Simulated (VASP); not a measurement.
GaCoCl4, 6 atoms in the cell. It takes space group F-43m (No. 216, cubic). The conventional cell has a = 8.443 Å, b = 8.443 Å, c = 8.443 Å, α = 90.00°, β = 90.00°, γ = 90.00°. Ga (site symmetry -43m) has 12 Cl at 3.50 Å and 4 Co at 3.66 Å within 4.6 Å. Within 4.6 Å of Co (site symmetry -43m) lie 12 Cl at 3.50 Å and 4 Ga at 3.66 Å. Cl (site symmetry 3m) has 6 Cl at 2.97 to 3.00 Å and 3 Co at 3.50 Å and 3 Ga at 3.50 Å within 3.9 Å. The cell was generated, and may not be a known phase.

- Program: VASP 6.6.1
- Task: single point
- Functional: PBE
- Potentials or basis: VASP PAW PBE potentials, release 64 (Ga_d, Co, Cl)
- Cutoff: 520 eV
- k mesh: 8 × 8 × 8
- Occupations: gaussian, width 0.1 eV
- Spin: collinear spin, ferromagnetic start
- Starting moments: [0.0, 2.32, 0.16, 0.16, 0.16, 0.16] μB
- Dipole correction: no
- Further INCAR settings: ALGO = Normal; EDIFF = 1e-07; NBANDS = 38

Potentials or basis: VASP PAW PBE potentials, release 64 (Ga_d, Co, Cl).

The run is started by

```sh
$ cat potpaw_PBE.64/Ga_d/POTCAR potpaw_PBE.64/Co/POTCAR potpaw_PBE.64/Cl/POTCAR > POTCAR
$ mpirun -np 1 vasp_std > vasp.out
```

Hardware: 1 thread of Intel(R) Xeon(R) Platinum 8259CL CPU @ 2.50GHz (Skylake/Cascade Lake), on a shared host.

Estimate the wall time of this run.

Wall time 15 min on 1 thread of Intel(R) Xeon(R) Platinum 8259CL CPU @ 2.50GHz (Skylake/Cascade Lake) (shared host), peak memory 0.56 GiB. Counts: scf iterations 34, k points 29.
